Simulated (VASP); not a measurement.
Write the native input for VASP 6.6.1 that does the following.

* Task: single point
* Functional: PBE
* Dispersion: D3(BJ)
* Potentials or basis: VASP PAW PBE potentials, release 64 (Sb)
* Cutoff: 500 eV
* k mesh: 6 × 4 × 4
* Occupations: methfessel-paxton, width 0.074 eV
* Spin: no spin polarisation
* Dipole correction: no
* Further INCAR settings: ALGO = Normal; EDIFF = 1e-06; NBANDS = 12

The structure of Sb lies in POSCAR:

```
Sb
1.0
    3.1224020000      0.0000000000      0.0000000000
    0.0000000000      4.3475180000      0.0000000000
   -0.0389150000      0.0000000000      4.4058520000
Sb
2
Direct
    0.9886110000      0.7500000000      0.7588340000
    0.0113890000      0.2500000000      0.2411660000
```

These files were run (other wordings do the same):

INCAR

```
SYSTEM = Sb
  PREC = Accurate
  ENCUT = 500
  EDIFF = 1E-6
  ISMEAR = 1
  SIGMA = 0.074
  LREAL = .FALSE.
  LASPH = .TRUE.
  NELM = 120
  ALGO = Normal
  ISIF = 2
  LWAVE = .FALSE.
  LCHARG = .FALSE.
  GGA = PE
  IVDW = 12
  NBANDS = 12
  GGA_COMPAT = .FALSE.
```

KPOINTS

```
regular mesh
0
G
  6 4 4
  0 0 0
```

Potentials or basis: VASP PAW PBE potentials, release 64 (Sb).

Command:

```sh
$ cat potpaw_PBE.64/Sb/POTCAR > POTCAR
$ mpirun -np 1 vasp_std > vasp.out
```

It gave:

```yaml
Pressure: -1.8 GPa
Largest_force: 0.076 eV/Å
Band_gap_on_the_k_mesh: zero (band 5 reaches 12.22 eV, above the bottom of band 6 at 3.63 eV)
Dispersion_energy_per_atom: -0.477 eV
```

Caveat: the k points lie up to 0.36 Å⁻¹ apart; spin-orbit coupling is left out, which moves the levels of the heavy elements; pairwise dispersion overbinds metals, which lowers pressure and volume.

Run time: 12 s on 1 thread of Intel Xeon 6975P-C (shared host), peak memory 0.18 GiB.
